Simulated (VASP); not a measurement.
# Ni3O (Pm-3m) in VASP: further runs

Ni3O is run at these levels: PBE; tasks: single point.

Program: VASP 6.6.1. These are calculated values, not measurements. Logs are shortened: lines on timing, memory, paths and dates and some standing lists are left out, and cuts for length are marked.

**1. The cell of the first run**

Symmetry: Pm-3m, No. 221, cubic system. The conventional cell has a = 3.484 Å, b = 3.484 Å, c = 3.484 Å, α = 90.00°, β = 90.00°, γ = 90.00°. Within 3.3 Å of Ni (site symmetry 4/mmm) lie 8 Ni at 2.46 Å and 4 O at 2.46 Å. Within 3.3 Å of O (site symmetry m-3m) lie 12 Ni at 2.46 Å.

**2. Single point, PBE, collinear spin, ferromagnetic start**

File INCAR:

```
SYSTEM = Ni3O
  PREC = Accurate
  ENCUT = 520
  EDIFF = 1E-6
  ISMEAR = 0
  SIGMA = 0.1
  LREAL = .False.
  LASPH = .True.
  NELM = 150
  ALGO = Normal
  ISIF = 2
  LWAVE = .False.
  LCHARG = .True.
  ISPIN = 2
  MAGMOM = 2 2 2 0
  LORBIT = 11
  LMAXMIX = 4
  GGA = PE
  LELF = .True.
  LVHAR = .True.
  NBANDS = 30
```

File KPOINTS:

```
Automatic mesh
0
Gamma
  6 6 6
  0 0 0
```

File POSCAR:

```
Ni3O
1.0
    3.4835799138      0.0000000000      0.0000000000
    0.0000000000      3.4835799138      0.0000000000
    0.0000000000      0.0000000000      3.4835799138
Ni O
3 1
Direct
    0.0000000000      0.5000000000      0.5000000000
    0.5000000000      0.5000000000      0.0000000000
    0.5000000000      0.0000000000      0.5000000000
    0.0000000000      0.0000000000      0.0000000000
```

Potentials or basis: VASP PAW PBE potentials, release 64 (Ni, O).

Command:

```bash
cat potpaw_PBE.64/Ni/POTCAR potpaw_PBE.64/O/POTCAR > POTCAR
mpirun -np 1 vasp_std > vasp.out
```

OUTCAR:

```text
SYSTEM = Ni3O
   PREC = Accurate
   ENCUT = 520
   EDIFF = 1E-6
   ISMEAR = 0
   LREAL = .False.
   LASPH = .True.
   NELM = 150
   ISIF = 2
   ISPIN = 2
   LORBIT = 11
   GGA = PE

 ion  position               nearest neighbor table
   1  0.000  0.500  0.500-   2 2.46   3 2.46   4 2.46   2 2.46   4 2.46   3 2.46   4 2.46   4 2.46
                             2 2.46   3 2.46   2 2.46   3 2.46
   2  0.500  0.500  0.000-   1 2.46   3 2.46   4 2.46   1 2.46   3 2.46   3 2.46   4 2.46   3 2.46
                             1 2.46   4 2.46   1 2.46   4 2.46
   3  0.500  0.000  0.500-   1 2.46   2 2.46   4 2.46   2 2.46   4 2.46   1 2.46   2 2.46   2 2.46
                             1 2.46   4 2.46   4 2.46   1 2.46
   4  0.000  0.000  0.000-   1 2.46   2 2.46   3 2.46   1 2.46   3 2.46   1 2.46   2 2.46   1 2.46
                             2 2.46   3 2.46   3 2.46   2 2.46

  LATTYP: Found a simple cubic cell.
 ALAT       =     3.4835799138

  Lattice vectors:

 A1 = (   3.4835799138,   0.0000000000,   0.0000000000)
 A2 = (   0.0000000000,   3.4835799138,   0.0000000000)
 A3 = (   0.0000000000,   0.0000000000,   3.4835799138)

Analysis of symmetry for initial positions (statically):
=====================================================================
 Subroutine PRICEL returns:
 Original cell was already a primitive cell.

 Routine SETGRP: Setting up the symmetry group for a
 simple cubic supercell.

 Subroutine GETGRP returns: Found 48 space group operations
 (whereof 48 operations were pure point group operations)
 out of a pool of 48 trial point group operations.

The static configuration has the point symmetry O_h .

Analysis of symmetry for dynamics (positions and initial velocities):
=====================================================================
 Subroutine PRICEL returns:
 Original cell was already a primitive cell.

 Routine SETGRP: Setting up the symmetry group for a
 simple cubic supercell.

 Subroutine GETGRP returns: Found 48 space group operations
 (whereof 48 operations were pure point group operations)
 out of a pool of 48 trial point group operations.

The dynamic configuration has the point symmetry O_h .

Analysis of structural, dynamic, and magnetic symmetry:
=====================================================================
 Subroutine PRICEL returns:
 Original cell was already a primitive cell.

 Routine SETGRP: Setting up the symmetry group for a
 simple cubic supercell.

 Subroutine GETGRP returns: Found 48 space group operations
 (whereof 48 operations were pure point group operations)
 out of a pool of 48 trial point group operations.

The overall configuration has the point symmetry O_h .

 Subroutine INISYM returns: Found 48 space group operations
 (whereof 48 operations are pure point group operations),
 and found     1 'primitive' translations

----------------------------------------------------------------------------------------

                                     Primitive cell

  volume of cell :      42.2744

  direct lattice vectors                    reciprocal lattice vectors
     3.483579914  0.000000000  0.000000000     0.287061019  0.000000000  0.000000000
     0.000000000  3.483579914  0.000000000     0.000000000  0.287061019  0.000000000
     0.000000000  0.000000000  3.483579914     0.000000000  0.000000000  0.287061019

  length of vectors
     3.483579914  3.483579914  3.483579914     0.287061019  0.287061019  0.287061019

  position of ions in fractional coordinates (direct lattice)
     0.000000000  0.500000000  0.500000000
     0.500000000  0.500000000  0.000000000
     0.500000000  0.000000000  0.500000000
     0.000000000  0.000000000  0.000000000

  ion indices of the primitive-cell ions
   primitive index   ion index
                 1           1
                 2           2
                 3           3
                 4           4

----------------------------------------------------------------------------------------

 KPOINTS: Automatic mesh

Automatic generation of k-mesh.
 Grid dimensions read from file:
 generate k-points for:    6    6    6

 Generating k-lattice:

  Cartesian coordinates                     Fractional coordinates (reciprocal lattice)
     0.047843503  0.000000000  0.000000000     0.166666667  0.000000000  0.000000000
     0.000000000  0.047843503  0.000000000     0.000000000  0.166666667  0.000000000
     0.000000000  0.000000000  0.047843503     0.000000000  0.000000000  0.166666667

  Length of vectors
     0.047843503  0.047843503  0.047843503

  Shift w.r.t. Gamma in fractional coordinates (k-lattice)
     0.000000000  0.000000000  0.000000000

 Subroutine IBZKPT returns following result:
 ===========================================

 Found     20 irreducible k-points:

 Following reciprocal coordinates:
            Coordinates               Weight
  0.000000  0.000000  0.000000      1.000000
  0.166667  0.000000  0.000000      6.000000
  0.333333  0.000000  0.000000      6.000000
  0.500000  0.000000  0.000000      3.000000
  0.166667  0.166667  0.000000     12.000000
  0.333333  0.166667  0.000000     24.000000
[... 12 lines left out ...]
  0.500000  0.500000  0.333333      6.000000
  0.500000  0.500000  0.500000      1.000000
   k-points           NKPTS =     20   k-points in BZ     NKDIM =     20   number of bands    NBANDS=     30
   number of dos      NEDOS =    301   number of ions     NIONS =      4
   total plane-waves  NPLWV =  21952
   dimension x,y,z NGX =    28 NGY =   28 NGZ =   28
   dimension x,y,z NGXF=    56 NGYF=   56 NGZF=   56
   ions per type =               3   1
   NGX,Y,Z   is equivalent  to a cutoff of  13.36, 13.36, 13.36 a.u.
   NGXF,Y,Z  is equivalent  to a cutoff of  26.72, 26.72, 26.72 a.u.
 SYSTEM =  Ni3O
   PREC   = accura    normal or accurate (medium, high low for compatibility)
   ISTART =      0    job   : 0-new  1-cont  2-samecut
   ICHARG =      2    charge: 1-file 2-atom 10-const
   ISPIN  =      2    spin polarized calculation?
   LNONCOLLINEAR =      F non collinear calculations
   LSORBIT =      F    spin-orbit coupling
   LASPH  =      T    aspherical Exc in radial PAW
   ENCUT  =  520.0 eV  38.22 Ry    6.18 a.u.   6.48  6.48  6.48*2*pi/ulx,y,z
   NELM   =    150;   NELMIN=  2; NELMDL= -5     # of ELM steps
   EDIFF  = 0.1E-05   stopping-criterion for ELM
   LREAL  =      F    real-space projection
   EDIFFG = 0.1E-04   stopping-criterion for IOM
   NSW    =      0    number of steps for IOM
   IBRION =     -1    ionic relax: 0-MD 1-quasi-New 2-CG
   NFREE  =      0    steps in history (QN), initial steepest desc. (CG)
   ISIF   =      2    stress and relaxation
   ISYM   =      2    0-nonsym 1-usesym 2-fastsym
   POTIM  = 0.5000    time-step for ionic-motion
   TEBEG  =    0.0;   TEEND  =   0.0 temperature during run
   PSTRESS=    0.0 pullay stress
   NELECT =      36.0000    total number of electrons
   NUPDOWN=      -1.0000    fix difference up-down
   EMIN   =  10.00;   EMAX   =-10.00  energy-range for DOS
   EFERMI =   0.00;   METHOD = LEGACY
   ISMEAR =     0;   SIGMA  =   0.10  broadening in eV -4-tet -1-fermi 0-gaus
   EFERMI_NEDOS =   21; number of points for ismear=-14 and -15
   IALGO  =     38    algorithm
   IMIX   =      4    mixing-type and parameters
     AMIX     =   0.40;   BMIX     =  1.00
     AMIX_MAG =   1.60;   BMIX_MAG =  1.00
  volume/ion in A,a.u.               =      10.57        71.32
  Fermi-wavevector in a.u.,A,eV,Ry     =   1.551731  2.932347 32.761066  2.407870
  Thomas-Fermi vector in A             =   2.656209
   LORBIT       =     11    0 simple, 1 ext, 2 COOP (PROOUT), +10 PAW based schemes
   GGA     = PE    functional components
   LHFCALC =     F    Hartree Fock is set to
   AEXX    =    0.0000 exact exchange contribution
   IVDW    =     0    specifies the selected vdW correction
   LEPSILON=     F    determine dielectric tensor
   LRPA    =     F    only Hartree local field effects (RPA)
 spin polarized calculation
 Gauss-broadening in eV      SIGMA  =   0.10
  energy-cutoff  :      520.00
  volume of cell :       42.27
 maximum number of plane-waves:      1155
 NGX is ok and might be reduce to    28
   NGX = 13   NGY = 13   NGZ = 13

 number of electron      35.9999972 magnetization       2.9364726

 Free energy of the ion-electron system (eV)
  ---------------------------------------------------
  ext. energy  EPLUGINS =         0.00000000
  ---------------------------------------------------
  free energy    TOTEN  =       -19.58100421 eV

  energy without entropy =      -19.54534474  energy(sigma->0) =      -19.56317447

 E-fermi :   7.9864     XC(G=0): -12.7184

 val. band max:        7.9799623714   @ k =   0.5000   0.3333   0.3333
 cond. band min:       7.9895227127   @ k =   0.5000   0.3333   0.1667
 fundamental gap:      0.0095603413
 Fermi energy:         7.9864181743

 spin component 1

 k-point     1 :       0.0000    0.0000    0.0000
  band No.  band energies     occupation
      1     -10.9752      1.00000
      2       1.5016      1.00000
      3       3.8244      1.00000
      4       3.8244      1.00000
      5       3.8244      1.00000
      6       4.3195      1.00000
[... 22 lines left out ...]
     29      24.0473      0.00000
     30      27.1862      0.00000

 k-point     2 :       0.1667    0.0000    0.0000
  band No.  band energies     occupation
      1     -10.9185      1.00000
      2       1.3955      1.00000
      3       3.1877      1.00000
      4       3.5347      1.00000
      5       3.5347      1.00000
      6       4.3751      1.00000
[... 22 lines left out ...]
     29      23.0357      0.00000
     30      27.2995      0.00000

 k-point     3 :       0.3333    0.0000    0.0000
  band No.  band energies     occupation
      1     -10.8013      1.00000
      2       0.8524      1.00000
      3       3.2105      1.00000
      4       3.2105      1.00000
      5       3.3232      1.00000
      6       4.4983      1.00000
[... 527 lines left out ...]
      6       4.2340      1.00000
[... 22 lines left out ...]
     29      29.5945      0.00000
     30      29.5945      0.00000

 k-point    20 :       0.5000    0.5000    0.5000
  band No.  band energies     occupation
      1     -10.5416      1.00000
      2       2.8136      1.00000
      3       2.8136      1.00000
      4       2.8136      1.00000
      5       3.8335      1.00000
      6       3.8335      1.00000
[... 22 lines left out ...]
     29      31.9710      0.00000
     30      31.9710      0.00000
 Fermi energy:         7.9864181743

 spin component 2

 k-point     1 :       0.0000    0.0000    0.0000
  band No.  band energies     occupation
      1     -10.4980      1.00000
      2       1.6490      1.00000
      3       4.2407      1.00000
      4       4.2407      1.00000
      5       4.2407      1.00000
      6       5.1688      1.00000
[... 22 lines left out ...]
     29      24.1645      0.00000
     30      27.3876      0.00000

 k-point     2 :       0.1667    0.0000    0.0000
  band No.  band energies     occupation
      1     -10.4363      1.00000
      2       1.5440      1.00000
      3       3.6151      1.00000
      4       4.0141      1.00000
      5       4.0141      1.00000
      6       5.2517      1.00000
[... 22 lines left out ...]
     29      23.2132      0.00000
     30      27.4808      0.00000

 k-point     3 :       0.3333    0.0000    0.0000
  band No.  band energies     occupation
      1     -10.3084      1.00000
      2       1.0262      1.00000
      3       3.7132      1.00000
      4       3.7132      1.00000
      5       3.7267      1.00000
      6       5.3939      1.00000
[... 550 lines left out ...]
     29      29.6406      0.00000
     30      29.6406      0.00000

 k-point    20 :       0.5000    0.5000    0.5000
  band No.  band energies     occupation
      1     -10.0223      1.00000
      2       3.1459      1.00000
      3       3.1459      1.00000
      4       3.1459      1.00000
      5       4.4843      1.00000
      6       4.4843      1.00000
[... 22 lines left out ...]
     29      31.8401      0.00000
     30      31.8401      0.00000

------------------------ aborting loop because EDIFF is reached ----------------------------------------

  FORCE on cell =-STRESS in cart. coord.  units (eV):
  Direction    XX          YY          ZZ          XY          YZ          ZX
  --------------------------------------------------------------------------------------
  -------------------------------------------------------------------------------------
  Total       -0.0957900     -0.0957900     -0.0957900      0.0000000     -0.0000000     -0.0000000
  in kB       -3.6303928     -3.6303928     -3.6303928      0.0000000     -0.0000000     -0.0000000
  external PRESSURE =      -3.6303928 kB  Pullay stress =       0.0000000 kB

 VOLUME and BASIS-vectors are now :
 -----------------------------------------------------------------------------
  energy-cutoff  :      520.00
  volume of cell :       42.27
      direct lattice vectors                 reciprocal lattice vectors
     3.483579914  0.000000000  0.000000000     0.287061019  0.000000000  0.000000000
     0.000000000  3.483579914  0.000000000     0.000000000  0.287061019  0.000000000
     0.000000000  0.000000000  3.483579914     0.000000000  0.000000000  0.287061019

 POSITION                                       TOTAL-FORCE (eV/Angst)
 -----------------------------------------------------------------------------------
      0.00000      1.74179      1.74179         0.000000      0.000000      0.000000
      1.74179      1.74179      0.00000         0.000000      0.000000      0.000000
      1.74179      0.00000      1.74179         0.000000      0.000000      0.000000
      0.00000      0.00000      0.00000         0.000000      0.000000      0.000000
 -----------------------------------------------------------------------------------
    total drift:                                0.000000      0.000000      0.000000

  FREE ENERGIE OF THE ION-ELECTRON SYSTEM (eV)
  ---------------------------------------------------
  free  energy   TOTEN  =       -19.5810042072 eV

  energy  without entropy=      -19.5453447373  energy(sigma->0) =      -19.56317447

 total charge

# of ion       s       p       d       tot
------------------------------------------
    1        0.435   0.382   8.344   9.161
    2        0.435   0.382   8.344   9.161
    3        0.435   0.382   8.344   9.161
    4        1.631   3.129   0.000   4.760
--------------------------------------------------
tot          2.937   4.274  25.031  32.242

 magnetization (x)

# of ion       s       p       d       tot
------------------------------------------
    1       -0.009  -0.014   0.909   0.885
    2       -0.009  -0.014   0.909   0.885
    3       -0.009  -0.014   0.909   0.885
    4        0.001   0.285   0.000   0.286
--------------------------------------------------
tot         -0.027   0.242   2.726   2.941
```

Wall time 24 s (1 thread of Intel Xeon 6975P-C (Granite Rapids), shared host); peak memory 0.18 GiB.

Results:

| Item | Value |
| --- | --- |
| Free energy | -19.5810 eV |
| Pressure | -0.4 GPa |
| Net moment | 2.94 μB per cell |
| Site moments | Ni +0.89; O +0.29 μB |
| Valence electrons inside the program's atomic spheres | Ni 9.16; O 4.76 |

Levels at points of the mesh, in eV from the Fermi level:
Spin up:
| k point | band 18 | band 19 | band 20 | band 21 | band 22 | band 23 |
| --- | --- | --- | --- | --- | --- | --- |
| (0.00, 0.00, 0.00) | -0.43 | -0.43 | -0.43 | 6.17 | 6.17 | 6.17 |
| (0.50, 0.00, 0.00) | -0.74 | -0.74 | -0.43 | 1.22 | 7.23 | 7.23 |
| (0.50, 0.50, 0.00) | -0.65 | -0.65 | -0.46 | 3.40 | 4.21 | 4.21 |
| (0.50, 0.50, 0.50) | -0.57 | -0.57 | -0.31 | 5.13 | 5.13 | 5.13 |
Spin down:
```
           k point  band 14  band 15  band 16  band 17  band 18  band 19
(0.00, 0.00, 0.00)    -0.56    -0.12    -0.12     0.48     0.71     0.71
(0.50, 0.00, 0.00)    -0.89    -0.80    -0.39    -0.03     0.19     0.19
(0.50, 0.50, 0.00)    -0.77    -0.32    -0.26    -0.16     0.24     0.24
(0.50, 0.50, 0.50)    -0.81    -0.34    -0.23    -0.23     0.51     0.51
```

(Continued in part 2 of 2.)
